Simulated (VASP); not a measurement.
# Te2Mo in VASP: notebook

The runs below take Te2Mo through single point, with LDA.

Program: VASP 6.6.1. These are calculated values, not measurements. Logs are shortened: lines on timing, memory, paths and dates and some standing lists are left out, and cuts for length are marked.

### Step 1. The cell of the first run

The cell holds a slab with vacuum, 9 atoms: a = 3.384 Å, b = 3.384 Å, c = 31.717 Å, α = 90.00°, β = 90.00°, γ = 120.00°.

### Step 2. Single point, LDA (strain -0.025 along x and y, +0.050 along z)

Contents of INCAR:

```
SYSTEM = Te2Mo
PREC = Accurate
ENCUT = 520
EDIFF = 1E-6
ISMEAR = 0
SIGMA = 0.05
LREAL = .FALSE.
LASPH = .TRUE.
NELM = 100
ALGO = Normal
ISIF = 2
LWAVE = .FALSE.
LCHARG = .TRUE.
GGA = CA
LELF = .TRUE.
LVHAR = .TRUE.
NBANDS = 49
```

Contents of KPOINTS:

```
regular mesh
0
G
  12 12 1
  0 0 0
```

Contents of POSCAR:

```
Te2Mo
1.0
    3.3842215617      0.0000000000      0.0000000000
   -1.6921107809      2.9308218444      0.0000000000
    0.0000000000      0.0000000000     31.7168630691
Te Mo
6 3
Direct
    0.0000000000      0.0000000000      0.9405159683
    0.3333333333      0.6666666667      0.7128929968
    0.3333333333      0.6666666667      0.1682534351
    0.3333333333      0.6666666667      0.8317465649
    0.3333333333      0.6666666667      0.2871070032
    0.0000000000      0.0000000000      0.0594840317
    0.0000000000      0.0000000000      0.7722229666
    0.0000000000      0.0000000000      0.2277770334
    0.3333333333      0.6666666667      0.0000000000
```

Potentials or basis: VASP PAW LDA potentials, release 64 (Te, Mo_sv).

The run is started by

```console
> cat potpaw_LDA.64/Te/POTCAR potpaw_LDA.64/Mo_sv/POTCAR > POTCAR
> mpirun -np 1 vasp_std > vasp.out
```

OUTCAR:

```text
SYSTEM = Te2Mo
   PREC = Accurate
   ENCUT = 520
   EDIFF = 1E-6
   ISMEAR = 0
   LREAL = .FALSE.
   LASPH = .TRUE.
   NELM = 100
   ISIF = 2
   GGA = CA

 ion  position               nearest neighbor table
   1  0.000  0.000  0.941-   9 2.72   9 2.72   9 2.72
   2  0.333  0.667  0.713-   7 2.71   7 2.71   7 2.71
   3  0.333  0.667  0.168-   8 2.72   8 2.72   8 2.72
   4  0.333  0.667  0.832-   7 2.72   7 2.72   7 2.72
   5  0.333  0.667  0.287-   8 2.71   8 2.71   8 2.71
   6  0.000  0.000  0.059-   9 2.72   9 2.72   9 2.72
   7  0.000  0.000  0.772-   2 2.71   2 2.71   2 2.71   4 2.72   4 2.72   4 2.72
   8  0.000  0.000  0.228-   5 2.71   5 2.71   5 2.71   3 2.72   3 2.72   3 2.72
   9  0.333  0.667  0.000-   1 2.72   6 2.72   1 2.72   6 2.72   1 2.72   6 2.72

  LATTYP: Found a hexagonal cell.
 ALAT       =     3.3842215617
 C/A-ratio  =     9.3719818549

  Lattice vectors:

 A1 = (   3.3842215617,   0.0000000000,   0.0000000000)
 A2 = (  -1.6921107809,   2.9308218444,   0.0000000000)
 A3 = (   0.0000000000,   0.0000000000,  31.7168630691)

Analysis of symmetry for initial positions (statically):
=====================================================================
 Subroutine PRICEL returns:
 Original cell was already a primitive cell.

 Routine SETGRP: Setting up the symmetry group for a
 hexagonal supercell.

 Subroutine GETGRP returns: Found 12 space group operations
 (whereof 12 operations were pure point group operations)
 out of a pool of 24 trial point group operations.

The static configuration has the point symmetry D_3h.

Analysis of symmetry for dynamics (positions and initial velocities):
=====================================================================
 Subroutine PRICEL returns:
 Original cell was already a primitive cell.

 Routine SETGRP: Setting up the symmetry group for a
 hexagonal supercell.

 Subroutine GETGRP returns: Found 12 space group operations
 (whereof 12 operations were pure point group operations)
 out of a pool of 24 trial point group operations.

The dynamic configuration has the point symmetry D_3h.

 Subroutine INISYM returns: Found 12 space group operations
 (whereof 12 operations are pure point group operations),
 and found     1 'primitive' translations

----------------------------------------------------------------------------------------

                                     Primitive cell

  volume of cell :     314.5853

  direct lattice vectors                    reciprocal lattice vectors
     3.384221562  0.000000000  0.000000000     0.295488928  0.170600612  0.000000000
    -1.692110781  2.930821844  0.000000000     0.000000000  0.341201224  0.000000000
     0.000000000  0.000000000 31.716863069     0.000000000  0.000000000  0.031528969

  length of vectors
     3.384221562  3.384221562 31.716863069     0.341201224  0.341201224  0.031528969

  position of ions in fractional coordinates (direct lattice)
     0.000000000  0.000000000  0.940515968
     0.333333333  0.666666667  0.712892997
     0.333333333  0.666666667  0.168253435
     0.333333333  0.666666667  0.831746565
     0.333333333  0.666666667  0.287107003
     0.000000000  0.000000000  0.059484032
     0.000000000  0.000000000  0.772222967
     0.000000000  0.000000000  0.227777033
     0.333333333  0.666666667  0.000000000

  ion indices of the primitive-cell ions
   primitive index   ion index
                 1           1
                 2           2
                 3           3
                 4           4
                 5           5
                 6           6
                 7           7
                 8           8
                 9           9

----------------------------------------------------------------------------------------

 KPOINTS: regular mesh

Automatic generation of k-mesh.
 Grid dimensions read from file:
 generate k-points for:   12   12    1

 Generating k-lattice:

  Cartesian coordinates                     Fractional coordinates (reciprocal lattice)
     0.024624077  0.014216718  0.000000000     0.083333333  0.000000000  0.000000000
     0.000000000  0.028433435  0.000000000     0.000000000  0.083333333  0.000000000
     0.000000000  0.000000000  0.031528969     0.000000000  0.000000000  1.000000000

  Length of vectors
     0.028433435  0.028433435  0.031528969

  Shift w.r.t. Gamma in fractional coordinates (k-lattice)
     0.000000000  0.000000000  0.000000000

 Subroutine IBZKPT returns following result:
 ===========================================

 Found     19 irreducible k-points:

 Following reciprocal coordinates:
            Coordinates               Weight
  0.000000  0.000000  0.000000      1.000000
  0.083333  0.000000  0.000000      6.000000
  0.166667  0.000000  0.000000      6.000000
  0.250000  0.000000  0.000000      6.000000
  0.333333  0.000000  0.000000      6.000000
  0.416667  0.000000  0.000000      6.000000
[... 11 lines left out ...]
  0.333333  0.250000  0.000000     12.000000
  0.333333  0.333333  0.000000      2.000000
   k-points           NKPTS =     19   k-points in BZ     NKDIM =     19   number of bands    NBANDS=     49
   number of dos      NEDOS =    301   number of ions     NIONS =      9
   total plane-waves  NPLWV = 188160
   dimension x,y,z NGX =    28 NGY =   28 NGZ =  240
   dimension x,y,z NGXF=    56 NGYF=   56 NGZF=  480
   ions per type =               6   3
   NGX,Y,Z   is equivalent  to a cutoff of  13.75, 13.75, 12.58 a.u.
   NGXF,Y,Z  is equivalent  to a cutoff of  27.51, 27.51, 25.16 a.u.
 SYSTEM =  Te2Mo
   PREC   = accura    normal or accurate (medium, high low for compatibility)
   ISTART =      0    job   : 0-new  1-cont  2-samecut
   ICHARG =      2    charge: 1-file 2-atom 10-const
   ISPIN  =      1    spin polarized calculation?
   LNONCOLLINEAR =      F non collinear calculations
   LSORBIT =      F    spin-orbit coupling
   LASPH  =      T    aspherical Exc in radial PAW
   ENCUT  =  520.0 eV  38.22 Ry    6.18 a.u.   6.29  6.29 58.97*2*pi/ulx,y,z
   NELM   =    100;   NELMIN=  2; NELMDL= -5     # of ELM steps
   EDIFF  = 0.1E-05   stopping-criterion for ELM
   LREAL  =      F    real-space projection
   EDIFFG = 0.1E-04   stopping-criterion for IOM
   NSW    =      0    number of steps for IOM
   IBRION =     -1    ionic relax: 0-MD 1-quasi-New 2-CG
   NFREE  =      0    steps in history (QN), initial steepest desc. (CG)
   ISIF   =      2    stress and relaxation
   ISYM   =      2    0-nonsym 1-usesym 2-fastsym
   POTIM  = 0.5000    time-step for ionic-motion
   TEBEG  =    0.0;   TEEND  =   0.0 temperature during run
   PSTRESS=    0.0 pullay stress
   NELECT =      78.0000    total number of electrons
   NUPDOWN=      -1.0000    fix difference up-down
   EMIN   =  10.00;   EMAX   =-10.00  energy-range for DOS
   EFERMI =   0.00;   METHOD = LEGACY
   ISMEAR =     0;   SIGMA  =   0.05  broadening in eV -4-tet -1-fermi 0-gaus
   EFERMI_NEDOS =   21; number of points for ismear=-14 and -15
   IALGO  =     38    algorithm
   IMIX   =      4    mixing-type and parameters
     AMIX     =   0.40;   BMIX     =  1.00
     AMIX_MAG =   1.60;   BMIX_MAG =  1.00
  volume/ion in A,a.u.               =      34.95       235.88
  Fermi-wavevector in a.u.,A,eV,Ry     =   1.028475  1.943535 14.391697  1.057760
  Thomas-Fermi vector in A             =   2.162473
   LORBIT       =      0    0 simple, 1 ext, 2 COOP (PROOUT), +10 PAW based schemes
   GGA     = CA    functional components
   LHFCALC =     F    Hartree Fock is set to
   AEXX    =    0.0000 exact exchange contribution
   IVDW    =     0    specifies the selected vdW correction
   LEPSILON=     F    determine dielectric tensor
   LRPA    =     F    only Hartree local field effects (RPA)
 non-spin polarized calculation
 Gauss-broadening in eV      SIGMA  =   0.05
  energy-cutoff  :      520.00
  volume of cell :      314.59
 maximum number of plane-waves:      8505
 NGX is ok and might be reduce to    28
   NGX = 13   NGY = 13   NGZ =117

 number of electron      77.9999997 magnetization

 Free energy of the ion-electron system (eV)
  ---------------------------------------------------
  ext. energy  EPLUGINS =         0.00000000
  ---------------------------------------------------
  free energy    TOTEN  =       -61.46528225 eV

  energy without entropy =      -61.46528225  energy(sigma->0) =      -61.46528225

 E-fermi :   4.6910     XC(G=0):  -7.7769

 val. band max:        4.4457145860   @ k =   0.5000   0.0000   0.0000
 cond. band min:       5.0290695440   @ k =   0.2500   0.1667   0.0000
 fundamental gap:      0.5833549580
 Fermi energy:         4.6910308461

 k-point     1 :       0.0000    0.0000    0.0000
  band No.  band energies     occupation
      1     -56.0186      2.00000
      2     -56.0167      2.00000
      3     -56.0167      2.00000
      4     -30.4523      2.00000
      5     -30.4519      2.00000
      6     -30.4519      2.00000
[... 41 lines left out ...]
     48       8.0350      0.00000
     49       8.0475      0.00000

 k-point     2 :       0.0833    0.0000    0.0000
  band No.  band energies     occupation
      1     -56.0174      2.00000
      2     -56.0155      2.00000
      3     -56.0155      2.00000
      4     -30.4495      2.00000
      5     -30.4491      2.00000
      6     -30.4491      2.00000
[... 41 lines left out ...]
     48       7.8254      0.00000
     49       7.8335      0.00000

 k-point     3 :       0.1667    0.0000    0.0000
  band No.  band energies     occupation
      1     -56.0144      2.00000
      2     -56.0125      2.00000
      3     -56.0125      2.00000
      4     -30.4419      2.00000
      5     -30.4415      2.00000
      6     -30.4415      2.00000
[... 821 lines left out ...]
     48       6.7871      0.00000
     49       7.9814      0.00000

 k-point    19 :       0.3333    0.3333    0.0000
  band No.  band energies     occupation
      1     -55.9996      2.00000
      2     -55.9977      2.00000
      3     -55.9977      2.00000
      4     -30.4052      2.00000
      5     -30.4048      2.00000
      6     -30.4048      2.00000
[... 41 lines left out ...]
     48       6.9423      0.00000
     49       8.2527      0.00000

------------------------ aborting loop because EDIFF is reached ----------------------------------------

  FORCE on cell =-STRESS in cart. coord.  units (eV):
  Direction    XX          YY          ZZ          XY          YZ          ZX
  --------------------------------------------------------------------------------------
  -------------------------------------------------------------------------------------
  Total        3.0428823      3.0428823     -8.3472745     -0.0000000      0.0000000     -0.0000000
  in kB       15.4973452     15.4973452    -42.5125194     -0.0000000      0.0000000     -0.0000000
  external PRESSURE =      -3.8392764 kB  Pullay stress =       0.0000000 kB

 VOLUME and BASIS-vectors are now :
 -----------------------------------------------------------------------------
  energy-cutoff  :      520.00
  volume of cell :      314.59
      direct lattice vectors                 reciprocal lattice vectors
     3.384221562  0.000000000  0.000000000     0.295488928  0.170600612  0.000000000
    -1.692110781  2.930821844  0.000000000     0.000000000  0.341201224  0.000000000
     0.000000000  0.000000000 31.716863069     0.000000000  0.000000000  0.031528969

 POSITION                                       TOTAL-FORCE (eV/Angst)
 -----------------------------------------------------------------------------------
      0.00000      0.00000     29.83022        -0.000000      0.000000      0.635821
     -0.00000      1.95388     22.61073         0.000000     -0.000000      0.692040
     -0.00000      1.95388      5.33647        -0.000000      0.000000      0.635892
     -0.00000      1.95388     26.38039         0.000000      0.000000     -0.635892
     -0.00000      1.95388      9.10613         0.000000     -0.000000     -0.692040
      0.00000      0.00000      1.88665        -0.000000      0.000000     -0.635821
      0.00000      0.00000     24.49249        -0.000000      0.000000      0.006591
      0.00000      0.00000      7.22437        -0.000000      0.000000     -0.006591
     -0.00000      1.95388      0.00000        -0.000000     -0.000000      0.000000
 -----------------------------------------------------------------------------------
    total drift:                                0.000001     -0.000000     -0.000000

  FREE ENERGIE OF THE ION-ELECTRON SYSTEM (eV)
  ---------------------------------------------------
  free  energy   TOTEN  =       -61.4652822468 eV

  energy  without entropy=      -61.4652822468  energy(sigma->0) =      -61.46528225
```

Wall time 13 min (1 thread of Oxide Virtual Turin-like, shared host); peak memory 0.45 GiB.

What came out:

| Item | Value |
| --- | --- |
| Free energy | -61.4653 eV |
| Largest force | 0.692 eV/Å |
| Band gap on the k mesh | 0.58 eV (least direct gap 1.04 eV) |

Forces on the atoms (eV/Å):
```
Te   0.000  0.000  0.636
Te   0.000  0.000  0.692
Te   0.000  0.000  0.636
Te   0.000  0.000 -0.636
Te   0.000  0.000 -0.692
Te   0.000  0.000 -0.636
Mo   0.000  0.000  0.007
Mo   0.000  0.000 -0.007
Mo   0.000  0.000  0.000
```

Caveat: the cell differs from its parent crystal (strain -0.025 along x and y, +0.050 along z); there is no dipole correction, which matters where the two faces differ; semilocal functionals underestimate gaps, and a narrow one can read as zero; spin-orbit coupling is left out, which moves the levels of the heavy elements.

### Step 3. Single point, LDA (strain +0.000 along x and y, +0.050 along z)

Contents of INCAR:

```
SYSTEM = Te2Mo
ALGO     = Normal         ! electronic algorithm
EDIFF    = 1E-7           ! SCF threshold, eV
ENCUT    = 520            ! plane-wave cutoff, eV
GGA      = CA             ! functional
ISIF     = 2              ! what is computed and relaxed
ISMEAR   = 0              ! smearing method
LASPH    = .True.         ! aspherical terms in the spheres
LCHARG   = .True.         ! write CHGCAR
LELF     = .True.         ! ELF
LREAL    = .False.        ! projectors in reciprocal space
LVHAR    = .True.       
LWAVE    = .False.        ! write WAVECAR
NBANDS   = 49             ! bands
NELM     = 100            ! most SCF steps
PREC     = Accurate       ! precision mode
SIGMA    = 0.05           ! smearing width, eV
```

Contents of KPOINTS:

```
k-points
0
Gamma
  12 12 1
  0 0 0
```

POSCAR: that of step 2 with these lines changed.

```diff
@@ -2,4 +2,4 @@
 1.0
-    3.3842215617      0.0000000000      0.0000000000
-   -1.6921107809      2.9308218444      0.0000000000
+    3.4709964735      0.0000000000      0.0000000000
+   -1.7354982368      3.0059711225      0.0000000000
     0.0000000000      0.0000000000     31.7168630691
```

Potentials or basis: VASP PAW LDA potentials, release 64 (Te, Mo_sv).

The run is started by

```console
> cat potpaw_LDA.64/Te/POTCAR potpaw_LDA.64/Mo_sv/POTCAR > POTCAR
> mpirun -np 1 vasp_std > vasp.out
```

Wall time 12 min (1 thread of Oxide Virtual Turin-like, shared host); peak memory 0.46 GiB.

It converged, with:

- Free energy: -61.4256 eV
- Largest force: 1.109 eV/Å
- Band gap on the k mesh: 0.76 eV (least direct gap 1.12 eV)

Forces in eV/Å, atoms in the order of the input:
```
Te   0.000  0.000  1.032
Te   0.000  0.000  1.109
Te   0.000  0.000  1.032
Te   0.000  0.000 -1.032
Te   0.000  0.000 -1.109
Te   0.000  0.000 -1.032
Mo   0.000  0.000  0.004
Mo   0.000  0.000 -0.004
Mo   0.000  0.000  0.000
```

Levels at points of the mesh, in eV from the valence-band top:
```csv
k point,band 35,band 36,band 37,band 38,band 39,band 40,band 41,band 42,band 43,band 44
"(0.00, 0.00, 0.00)",-0.71,-0.70,-0.70,-0.46,-0.29,3.08,3.08,3.12,3.12,3.18
"(0.50, 0.00, 0.00)",-0.89,-0.88,-0.23,-0.13,-0.03,1.52,1.53,1.53,1.54,1.69
```

Caveat: the cell differs from its parent crystal (strain +0.000 along x and y, +0.050 along z); there is no dipole correction, which matters where the two faces differ; semilocal functionals underestimate gaps, and a narrow one can read as zero; spin-orbit coupling is left out, which moves the levels of the heavy elements.

(Part 1 of 2 ends here.)
